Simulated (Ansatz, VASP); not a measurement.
## One calculation of TiAl3, two programs

Contents of POSCAR:

```
TiAl3
1.0
    3.7906563551      0.0000000000      0.0000000000
    0.0000000000      3.7906563551      0.0000000000
    0.0000000000      0.0000000000      3.7906563551
Ti Al
1 3
Direct
    0.0000000000      0.0000000000      0.0000000000
    0.5000000000      0.5000000000      0.0000000000
    0.5000000000      0.0000000000      0.5000000000
    0.0000000000      0.5000000000      0.5000000000
```

File INCAR.step1:

```
SYSTEM = TiAl3
PREC     = Accurate       ! precision mode
ENCUT    = 520            ! plane-wave cutoff, eV
ISMEAR   = 0              ! smearing method
SIGMA    = 0.1            ! smearing width, eV
LREAL    = .FALSE.        ! projectors in reciprocal space
LASPH    = .TRUE.         ! aspherical terms in the spheres
NELM     = 80             ! most SCF steps
NBANDS   = 18             ! bands
GGA      = PE             ! functional
ALGO     = Normal         ! electronic algorithm
EDIFF    = 1E-4           ! SCF threshold, eV
LWAVE    = .TRUE.         ! write WAVECAR
LCHARG   = .FALSE.        ! write CHGCAR
```

INCAR.step2

```
SYSTEM = TiAl3
PREC     = Accurate       ! precision mode
ENCUT    = 520            ! plane-wave cutoff, eV
EDIFF    = 1E-6           ! SCF threshold, eV
ISMEAR   = 0              ! smearing method
SIGMA    = 0.1            ! smearing width, eV
LREAL    = .FALSE.        ! projectors in reciprocal space
LASPH    = .TRUE.         ! aspherical terms in the spheres
NELM     = 80             ! most SCF steps
ALGO     = Normal         ! electronic algorithm
ISIF     = 2              ! what is computed and relaxed
LWAVE    = .FALSE.        ! write WAVECAR
LCHARG   = .FALSE.        ! write CHGCAR
METAGGA  = R2SCAN         ! meta-GGA
LMIXTAU  = .TRUE.       
NBANDS   = 18             ! bands
ISTART   = 1
```

The input KPOINTS:

```
regular mesh
0
G
  10 10 10
  0 0 0
```

Input for Ansatz:

```yaml
crystal:
  lattice:
    - [3.7906563551, 0.0, 0.0]
    - [0.0, 3.7906563551, 0.0]
    - [0.0, 0.0, 3.7906563551]
  atoms:
    - { symbol: Ti, position: [0.0, 0.0, 0.0] }
    - { symbol: Al, position: [0.5, 0.5, 0.0] }
    - { symbol: Al, position: [0.5, 0.0, 0.5] }
    - { symbol: Al, position: [0.0, 0.5, 0.5] }
basis:
  ecutwfc: 500
kpoints:
  mp_grid: { grid: [10, 10, 10] }
hamiltonian:
  xc: r2scan
scf:
  occupations: { method: gaussian, width: 0.1 }
output:
  forces: true
  stress: true
  eigenvalues: true
  write_density: true
  write_potential: true
  elf: true
  volumetric_format: npy
```

Alike in both runs: task single point; functional r2SCAN; k mesh 10 × 10 × 10; occupations gaussian, width 0.1 eV; no spin polarisation.

|  | VASP | Ansatz |
| --- | --- | --- |
| version | VASP 6.6.1 | Ansatz 0.2.0 |
| potentials or method | VASP PAW PBE potentials, release 64 (Ti_sv, Al), cutoff 520 eV | scalar-relativistic, plane waves, PAW |
| valence electrons in the cell | 21 | 21 |

Ansatz gave:

| Quantity | Value |
| --- | --- |
| gap on the k mesh at the Fermi level (eV) | none |
| pressure (GPa) | 19.0 |

What did VASP give for the same quantities?

gap on the k mesh at the Fermi level (eV): none; pressure (GPa): 18.9.

VASP's potentials were made for PBE, not for r2SCAN. A gap of «none» marks a metal or a gap that the smearing closes. The functional is the same, so the differences come from potentials, cutoffs and numerics.
